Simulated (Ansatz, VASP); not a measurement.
**ReB6 in VASP and in Ansatz**

```
Re B
1.0
     2.73781    1.58067    2.38321
    -2.73781    1.58067    2.38321
     0.00000   -3.16135    2.38321
Re B
1 6
Cartesian
  0.0000 0.0000 3.5748
  0.8790 1.6396 4.7660
  -1.8594 -0.0586 4.7660
  0.9804 -1.5810 4.7660
  -0.8790 -1.6396 2.3836
  1.8594 0.0586 2.3836
  -0.9804 1.5810 2.3836
```

Alike in both runs: functional PBE; k mesh 6 × 6 × 6; occupations gaussian, width 0.1 eV; no spin polarisation.

Ansatz relaxed the structure, and its values are those at the end. VASP's run is a single point on that final structure, the one shown.

|  | VASP | Ansatz |
| --- | --- | --- |
| version | VASP 6.6.1 | Ansatz 0.2.0 |
| potentials or method | VASP PAW PBE potentials, release 64 (Re_sv_GW, B), cutoff 560 eV | scalar-relativistic, plane waves, PAW |
| valence electrons in the cell | 33 | 33 |

```tsv
	VASP	Ansatz	Ansatz less VASP
gap on the k mesh at the Fermi level (eV)	none	none	-
pressure (GPa)	-0.1	0.3	+0.33
rms of the force components (eV/Å)	0.013	0.014	+0.0019
```

A gap of «none» marks a metal or a gap that the smearing closes. With one functional, cell and mesh, what is left measures potentials, basis and numerics.

Neither program's run includes spin-orbit coupling.
